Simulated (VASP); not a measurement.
# ZnO (zincite) (P6_3mc) in VASP: settings compared, part 2 of 3

VASP 6.6.1. The steps go on from the part before.

## 3. Single point, PBEsol+D4

This run uses another cell than the first one, of 11.62 Å³/atom, 1.004 times its volume.

Input file INCAR:

```
PREC = Accurate
ENCUT = 520
EDIFF = 1E-7
ISMEAR = -1
SIGMA = 0.05
LREAL = F
LASPH = T
NELM = 80
ALGO = Normal
ISIF = 2
LWAVE = F
LCHARG = F
GGA = PS
IVDW = 13
NBANDS = 26
```

Input file KPOINTS:

```
Automatic mesh
0
Gamma
  9 9 5
```

Input file POSCAR:

```
ZnO
1.0
    3.2158134198      0.0000000000      0.0000000000
   -1.6079067099      2.7849761154      0.0000000000
    0.0000000000      0.0000000000      5.1896909548
Zn O
2 2
Direct
    0.6666666667      0.3333333333     -0.0000086202
    0.3333333333      0.6666666667      0.4999913798
    0.3333333333      0.6666666667      0.8790186202
    0.6666666667      0.3333333333      0.3790186202
```

Potentials or basis: VASP PAW PBE potentials, release 64 (Zn, O).

The run is started by

```sh
$ cat potpaw_PBE.64/Zn/POTCAR potpaw_PBE.64/O/POTCAR > POTCAR
$ mpirun -np 1 vasp_std > vasp.out
```

OUTCAR:

```text
PREC = Accurate
   ENCUT = 520
   EDIFF = 1E-7
   ISMEAR = -1
   LREAL = F
   LASPH = T
   NELM = 80
   ISIF = 2
   GGA = PS
   IVDW = 13

 ion  position               nearest neighbor table
   1  0.667  0.333  1.000-   3 1.96   3 1.96   3 1.96   4 1.97
   2  0.333  0.667  0.500-   4 1.96   4 1.96   4 1.96   3 1.97
   3  0.333  0.667  0.879-   1 1.96   1 1.96   1 1.96   2 1.97
   4  0.667  0.333  0.379-   2 1.96   2 1.96   2 1.96   1 1.97

  LATTYP: Found a hexagonal cell.
 ALAT       =     3.2158134198
 C/A-ratio  =     1.6138035008

  Lattice vectors:

 A1 = (   3.2158134198,   0.0000000000,   0.0000000000)
 A2 = (  -1.6079067099,   2.7849761154,   0.0000000000)
 A3 = (   0.0000000000,   0.0000000000,   5.1896909548)

Analysis of symmetry for initial positions (statically):
=====================================================================
 Subroutine PRICEL returns:
 Original cell was already a primitive cell.

 Routine SETGRP: Setting up the symmetry group for a
 hexagonal supercell.

 Subroutine GETGRP returns: Found 12 space group operations
 (whereof  6 operations were pure point group operations)
 out of a pool of 24 trial point group operations.

The static configuration has the point symmetry C_3v.
 The point group associated with its full space group is C_6v.

Analysis of symmetry for dynamics (positions and initial velocities):
=====================================================================
 Subroutine PRICEL returns:
 Original cell was already a primitive cell.

 Routine SETGRP: Setting up the symmetry group for a
 hexagonal supercell.

 Subroutine GETGRP returns: Found 12 space group operations
 (whereof  6 operations were pure point group operations)
 out of a pool of 24 trial point group operations.

The dynamic configuration has the point symmetry C_3v.
 The point group associated with its full space group is C_6v.

 Subroutine INISYM returns: Found 12 space group operations
 (whereof  6 operations are pure point group operations),
 and found     1 'primitive' translations

----------------------------------------------------------------------------------------

                                     Primitive cell

  volume of cell :      46.4787

  direct lattice vectors                    reciprocal lattice vectors
     3.215813420  0.000000000  0.000000000     0.310963315  0.179534753  0.000000000
    -1.607906710  2.784976115  0.000000000     0.000000000  0.359069507  0.000000000
     0.000000000  0.000000000  5.189690955     0.000000000  0.000000000  0.192689701

  length of vectors
     3.215813420  3.215813420  5.189690955     0.359069507  0.359069507  0.192689701

  position of ions in fractional coordinates (direct lattice)
     0.666666667  0.333333333  0.999991380
     0.333333333  0.666666667  0.499991380
     0.333333333  0.666666667  0.879018620
     0.666666667  0.333333333  0.379018620

  ion indices of the primitive-cell ions
   primitive index   ion index
                 1           1
                 2           2
                 3           3
                 4           4

----------------------------------------------------------------------------------------

 KPOINTS: Automatic mesh

Automatic generation of k-mesh.
 Grid dimensions read from file:
 generate k-points for:    9    9    5

 Generating k-lattice:

  Cartesian coordinates                     Fractional coordinates (reciprocal lattice)
     0.034551479  0.019948306  0.000000000     0.111111111  0.000000000  0.000000000
     0.000000000  0.039896612  0.000000000     0.000000000  0.111111111  0.000000000
     0.000000000  0.000000000  0.038537940     0.000000000  0.000000000  0.200000000

  Length of vectors
     0.039896612  0.039896612  0.038537940

  Shift w.r.t. Gamma in fractional coordinates (k-lattice)
     0.000000000  0.000000000  0.000000000

 Subroutine IBZKPT returns following result:
 ===========================================

 Found     36 irreducible k-points:

 Following reciprocal coordinates:
            Coordinates               Weight
  0.000000  0.000000  0.000000      1.000000
  0.111111 -0.000000  0.000000      6.000000
  0.222222  0.000000  0.000000      6.000000
  0.333333  0.000000  0.000000      6.000000
  0.444444  0.000000  0.000000      6.000000
  0.111111  0.111111  0.000000      6.000000
[... 16 lines left out ...]
  0.333333  0.222222  0.200000     24.000000
  0.333333  0.333333  0.200000      4.000000
 [... further k-points ...]
   k-points           NKPTS =     36   k-points in BZ     NKDIM =     36   number of bands    NBANDS=     26
   number of dos      NEDOS =    301   number of ions     NIONS =      4
   total plane-waves  NPLWV =  23040
   dimension x,y,z NGX =    24 NGY =   24 NGZ =   40
   dimension x,y,z NGXF=    48 NGYF=   48 NGZF=   80
   ions per type =               2   2
   NGX,Y,Z   is equivalent  to a cutoff of  12.41, 12.41, 12.81 a.u.
   NGXF,Y,Z  is equivalent  to a cutoff of  24.81, 24.81, 25.63 a.u.
 SYSTEM =  unknown system
   PREC   = accura    normal or accurate (medium, high low for compatibility)
   ISTART =      0    job   : 0-new  1-cont  2-samecut
   ICHARG =      2    charge: 1-file 2-atom 10-const
   ISPIN  =      1    spin polarized calculation?
   LNONCOLLINEAR =      F non collinear calculations
   LSORBIT =      F    spin-orbit coupling
   LASPH  =      T    aspherical Exc in radial PAW
   ENCUT  =  520.0 eV  38.22 Ry    6.18 a.u.   5.98  5.98  9.65*2*pi/ulx,y,z
   NELM   =     80;   NELMIN=  2; NELMDL= -5     # of ELM steps
   EDIFF  = 0.1E-06   stopping-criterion for ELM
   LREAL  =      F    real-space projection
   EDIFFG = 0.1E-05   stopping-criterion for IOM
   NSW    =      0    number of steps for IOM
   IBRION =     -1    ionic relax: 0-MD 1-quasi-New 2-CG
   NFREE  =      0    steps in history (QN), initial steepest desc. (CG)
   ISIF   =      2    stress and relaxation
   ISYM   =      2    0-nonsym 1-usesym 2-fastsym
   POTIM  = 0.5000    time-step for ionic-motion
   TEBEG  =    0.0;   TEEND  =   0.0 temperature during run
   PSTRESS=    0.0 pullay stress
   NELECT =      36.0000    total number of electrons
   NUPDOWN=      -1.0000    fix difference up-down
   EMIN   =  10.00;   EMAX   =-10.00  energy-range for DOS
   EFERMI =   0.00;   METHOD = LEGACY
   ISMEAR =    -1;   SIGMA  =   0.05  broadening in eV -4-tet -1-fermi 0-gaus
   EFERMI_NEDOS =   21; number of points for ismear=-14 and -15
   IALGO  =     38    algorithm
   IMIX   =      4    mixing-type and parameters
     AMIX     =   0.40;   BMIX     =  1.00
     AMIX_MAG =   1.60;   BMIX_MAG =  1.00
  volume/ion in A,a.u.               =      11.62        78.41
  Fermi-wavevector in a.u.,A,eV,Ry     =   1.503457  2.841122 30.754384  2.260383
  Thomas-Fermi vector in A             =   2.614565
   LORBIT       =      0    0 simple, 1 ext, 2 COOP (PROOUT), +10 PAW based schemes
   GGA     = PS    functional components
   LHFCALC =     F    Hartree Fock is set to
   AEXX    =    0.0000 exact exchange contribution
   IVDW    =    13    specifies the selected vdW correction
   LEPSILON=     F    determine dielectric tensor
   LRPA    =     F    only Hartree local field effects (RPA)
 non-spin polarized calculation
  energy-cutoff  :      520.00
  volume of cell :       46.48
 maximum number of plane-waves:      1266
 NGX is ok and might be reduce to    24
   NGX = 11   NGY = 11   NGZ = 19

 number of electron      36.0000004 magnetization

 Free energy of the ion-electron system (eV)
  ---------------------------------------------------
  ext. energy  EPLUGINS =         0.00000000
  ---------------------------------------------------
  free energy    TOTEN  =       -19.40165338 eV

  energy without entropy =      -19.40164579  energy(sigma->0) =      -19.40164959

 E-fermi :   1.6664     XC(G=0): -11.3144

 val. band max:        1.2736792416   @ k =   0.0000   0.0000   0.0000
 cond. band min:       1.9834531648   @ k =   0.0000   0.0000   0.0000
 fundamental gap:      0.7097739232
 Fermi energy:         1.6664245960

 k-point     1 :       0.0000    0.0000    0.0000
  band No.  band energies     occupation
      1     -16.9703      2.00000
      2     -16.1928      2.00000
      3      -4.6454      2.00000
      4      -4.5663      2.00000
      5      -4.5663      2.00000
      6      -4.5199      2.00000
[... 685 lines left out ...]
     25      14.7085      0.00000
     26      15.9792      0.00000

 [... further k-points ...]

------------------------ aborting loop because EDIFF is reached ----------------------------------------

  DFT-D4 for vdW energy calculation

  Edisp (eV):   -0.55461

  FORCE on cell =-STRESS in cart. coord.  units (eV):
  Direction    XX          YY          ZZ          XY          YZ          ZX
  --------------------------------------------------------------------------------------
  -------------------------------------------------------------------------------------
  Total       0.31167     0.31167     0.31114     0.00000     0.00000     0.00000
  in kB      10.74356    10.74356    10.72530     0.00000     0.00000     0.00000
  external pressure =       10.74 kB  Pullay stress =        0.00 kB

 VOLUME and BASIS-vectors are now :
 -----------------------------------------------------------------------------
  energy-cutoff  :      520.00
  volume of cell :       46.48
      direct lattice vectors                 reciprocal lattice vectors
     3.215813420  0.000000000  0.000000000     0.310963315  0.179534753  0.000000000
    -1.607906710  2.784976115  0.000000000     0.000000000  0.359069507  0.000000000
     0.000000000  0.000000000  5.189690955     0.000000000  0.000000000  0.192689701

 POSITION                                       TOTAL-FORCE (eV/Angst)
 -----------------------------------------------------------------------------------
      1.60791      0.92833      5.18965         0.000000     -0.000000      0.000873
     -0.00000      1.85665      2.59480        -0.000000      0.000000      0.000873
     -0.00000      1.85665      4.56183        -0.000000     -0.000000     -0.000873
      1.60791      0.92833      1.96699        -0.000000      0.000000     -0.000873
 -----------------------------------------------------------------------------------
    total drift:                                0.000001      0.000001     -0.000716

  FREE ENERGIE OF THE ION-ELECTRON SYSTEM (eV)
  ---------------------------------------------------
  free  energy   TOTEN  =       -19.9562594943 eV

  energy  without entropy=      -19.9562519073  energy(sigma->0) =      -19.95625570
```

stdout:

```text
POSCAR found type information on POSCAR ZnO
 POSCAR found :  2 types and       4 ions
 scaLAPACK will be used
 -----------------------------------------------------------------------------
|                                                                             |
|                                                                             |
|     You enforced a specific xc type in the INCAR file but a different       |
|     I HOPE YOU KNOW WHAT YOU ARE DOING!                                     |
|                                                                             |
 -----------------------------------------------------------------------------

 LDA part: xc-table for (Slater+PW92), standard interpolation
 POSCAR, INCAR and KPOINTS ok, starting setup
 FFT: planning ... GRIDC
 FFT: planning ... GRID_SOFT
 FFT: planning ... GRID
 WAVECAR not read
 entering main loop
```

Wall time 71 s (1 thread of AMD EPYC 7R43 (Zen 3), shared host); peak memory 0.14 GiB.

Results:

```yaml
Free_energy: -19.9563 eV
Pressure: 1.1 GPa
Band_gap_on_the_k_mesh: 0.71 eV, direct
Dispersion_energy_per_atom: -0.139 eV
```

Caveat: the PAW data sets were made with another functional, which shifts forces and pressure a little.

## 4. Single point, revPBE

This run uses another cell than the first one, of 11.90 Å³/atom, 1.028 times its volume.

Input file INCAR:

```
PREC = Accurate ; ENCUT = 520
EDIFF = 1E-7 ; ISMEAR = -1
SIGMA = 0.05 ; LREAL = False
LASPH = True ; NELM = 80
ALGO = Normal ; ISIF = 2
LWAVE = False ; LCHARG = False
GGA = RE ; NBANDS = 26
```

KPOINTS is that of step 3.

Input file POSCAR:

```
ZnO
1.0
    3.2493080000      0.0000000000      0.0000000000
   -1.6246540000      2.8139832727      0.0000000000
    0.0000000000      0.0000000000      5.2057090000
Zn O
2 2
Direct
    0.6666666667      0.3333333333      0.0000000000
    0.3333333333      0.6666666667      0.5000000000
    0.3333333333      0.6666666667      0.8790100000
    0.6666666667      0.3333333333      0.3790100000
```

Potentials or basis: VASP PAW PBE potentials, release 64 (Zn, O).

The run is started by

```sh
$ cat potpaw_PBE.64/Zn/POTCAR potpaw_PBE.64/O/POTCAR > POTCAR
$ mpirun -np 1 vasp_std > vasp.out
```

OUTCAR:

```text
PREC = Accurate
   ENCUT = 520
   EDIFF = 1E-7
   ISMEAR = -1
   LREAL = False
   LASPH = True
   NELM = 80
   ISIF = 2
   GGA = RE

 ion  position               nearest neighbor table
   1  0.667  0.333  0.000-   4 1.97   3 1.98   3 1.98   3 1.98
   2  0.333  0.667  0.500-   3 1.97   4 1.98   4 1.98   4 1.98
   3  0.333  0.667  0.879-   2 1.97   1 1.98   1 1.98   1 1.98
   4  0.667  0.333  0.379-   1 1.97   2 1.98   2 1.98   2 1.98

  LATTYP: Found a hexagonal cell.
 ALAT       =     3.2493080000
[... 887 lines left out ...]
     25      15.0006      0.00000
     26      15.9928      0.00000

 [... further k-points ...]
[... 5 lines left out ...]
  --------------------------------------------------------------------------------------
  -------------------------------------------------------------------------------------
  Total        2.6124811      2.6124811      3.1262221      0.0000000      0.0000000      0.0000000
  in kB       87.9369625     87.9369625    105.2296530      0.0000000      0.0000000      0.0000000
  external PRESSURE =      93.7011927 kB  Pullay stress =       0.0000000 kB

 VOLUME and BASIS-vectors are now :
 -----------------------------------------------------------------------------
  energy-cutoff  :      520.00
  volume of cell :       47.60
      direct lattice vectors                 reciprocal lattice vectors
     3.249308000  0.000000000  0.000000000     0.307757836  0.177684070  0.000000000
    -1.624654000  2.813983273  0.000000000     0.000000000  0.355368139  0.000000000
     0.000000000  0.000000000  5.205709000     0.000000000  0.000000000  0.192096792

 POSITION                                       TOTAL-FORCE (eV/Angst)
 -----------------------------------------------------------------------------------
      1.62465      0.93799      0.00000        -0.000000      0.000000     -0.078820
     -0.00000      1.87599      2.60285         0.000000     -0.000000     -0.078820
     -0.00000      1.87599      4.57587        -0.000000      0.000000      0.078820
      1.62465      0.93799      1.97302         0.000000     -0.000000      0.078820
 -----------------------------------------------------------------------------------
    total drift:                               -0.000000     -0.000000     -0.000374

  FREE ENERGIE OF THE ION-ELECTRON SYSTEM (eV)
  ---------------------------------------------------
  free  energy   TOTEN  =       -16.4751280129 eV

  energy  without entropy=      -16.4751258283  energy(sigma->0) =      -16.47512692
```

stdout:

```text
POSCAR found type information on POSCAR ZnO
 POSCAR found :  2 types and       4 ions
 scaLAPACK will be used
 -----------------------------------------------------------------------------
|                                                                             |
|                                                                             |
|     You enforced a specific xc type in the INCAR file but a different       |
|     I HOPE YOU KNOW WHAT YOU ARE DOING!                                     |
|                                                                             |
 -----------------------------------------------------------------------------

 LDA part: xc-table for (Slater+PW92), standard interpolation
 POSCAR, INCAR and KPOINTS ok, starting setup
 FFT: planning ... GRIDC
 FFT: planning ... GRID_SOFT
 FFT: planning ... GRID
 WAVECAR not read
 entering main loop
```

Run time: 73 s. Hardware: 1 thread of AMD EPYC 7R43 (Zen 3), shared host; peak memory 0.14 GiB.

What came out:

- Free energy: -16.4751 eV
- Pressure: 9.4 GPa
- Largest force: 0.079 eV/Å
- Band gap on the k mesh: 0.86 eV, direct

Forces on the atoms (eV/Å):
```
Zn   0.000  0.000 -0.079
Zn   0.000  0.000 -0.079
O    0.000  0.000  0.079
O    0.000  0.000  0.079
```

Caveat: the PAW data sets were made with another functional, which shifts forces and pressure a little.

(Part 2 of 3 ends here.)
